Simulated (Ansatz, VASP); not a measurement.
**Mg in VASP and in Ansatz**

File INCAR:

```
SYSTEM = Mg
PREC = Accurate ; ENCUT = 600
EDIFF = 1E-7 ; ISMEAR = 0
SIGMA = 0.1 ; LREAL = .False.
LASPH = .True. ; NELM = 120
ALGO = Normal ; ISIF = 3
LWAVE = .False. ; LCHARG = .False.
GGA = PS ; IBRION = 2
NSW = 80 ; EDIFFG = -0.01
GGA_COMPAT = .False. ; NELMIN = 4
```

KPOINTS

```
Automatic mesh
0
Gamma
  18 18 8
  0 0 0
```

The input POSCAR:

```
Mg
1.0
    2.9023274024      0.0000000000      0.0000000000
   -1.4511637012      2.5134892606      0.0000000000
    0.0000000000      0.0000000000      5.5304982871
Mg
2
Direct
    0.3333333333      0.6666666667      0.2500000000
    0.6666666667      0.3333333333      0.7500000000
```

Input for Ansatz:

```yaml
crystal:
  lattice:
    - [2.9023274024, 0.0, 0.0]
    - [-1.4511637012, 2.5134892606, 0.0]
    - [0.0, 0.0, 5.5304982871]
  atoms:
    - { symbol: Mg, position: [0.3333333333, 0.6666666667, 0.25] }
    - { symbol: Mg, position: [0.6666666667, 0.3333333333, 0.75] }
basis:
  ecutwfc: 420
kpoints:
  mp_grid: { grid: [18, 18, 8] }
hamiltonian:
  xc: pbesol
scf:
  occupations: { method: gaussian, width: 0.1 }
output:
  forces: true
  stress: true
  eigenvalues: true
relax:
  adjacent_minimum: "off"
  f_tol: 0.01
  max_steps: 60
  cell: { stress_tol: 0.1 }
```

Alike in both runs: task relaxation of cell and atoms; functional PBEsol; k mesh 18 × 18 × 8; occupations gaussian, width 0.1 eV; no spin polarisation.

|  | VASP | Ansatz |
| --- | --- | --- |
| version | VASP 6.6.1 | Ansatz 0.2.0 |
| potentials or method | VASP PAW PBE potentials, release 64 (Mg), cutoff 600 eV | scalar-relativistic, plane waves, PAW |
| valence electrons in the cell | 4 | 20 |

|  | VASP | Ansatz | Ansatz less VASP |
| --- | --- | --- | --- |
| gap on the k mesh at the Fermi level, each at its own relaxed structure (eV) | none | none | - |
| relaxed volume (Å³/atom) | 22.46 | 22.50 | +0.040 |
| relaxed cell length with the largest relative difference (Å) | 3.186 | 3.189 | +0.0031 |

VASP's potentials were made for PBE, not for PBEsol. A gap of «none» marks a metal or a gap that the smearing closes. VASP's potentials hold 4 valence electrons a cell and Ansatz's 20, so a difference there can come from the potentials and not from the codes.
